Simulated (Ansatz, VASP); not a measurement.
## Na in VASP and in Ansatz

```
Na
1.0
    -2.05133    2.11750    2.05133
     2.18367   -2.11750    2.18367
     2.05133    2.11750   -2.05133
Na
1
Direct
  0.00000 0.00000 0.00000
```

Change from the starting cell: strain +0.0625 x Voigt [0, 0, 0, 0, 1, 0], atoms carried along.

Alike in both runs: task single point; functional PBE; k mesh 16 × 16 × 16; occupations gaussian, width 0.15 eV; no spin polarisation.

|  | VASP | Ansatz |
| --- | --- | --- |
| version | VASP 6.6.1 | Ansatz 0.2.0 |
| potentials or method | VASP PAW PBE potentials, release 64 (Na_pv), cutoff 520 eV | scalar-relativistic, plane waves, PAW |
| valence electrons in the cell | 7 | 9 |

```csv
,VASP,Ansatz,Ansatz less VASP
gap on the k mesh at the Fermi level (eV),none,none,-
pressure (GPa),-0.2,-0.2,+0.01
"traceless stress, the component that is largest in VASP (GPa)",-0.39,-0.39,0.000
```

A gap of «none» marks a metal or a gap that the smearing closes. The functional is the same, so the differences come from potentials, cutoffs and numerics. VASP's potentials hold 7 valence electrons a cell and Ansatz's 9, so a difference there can come from the potentials and not from the codes.
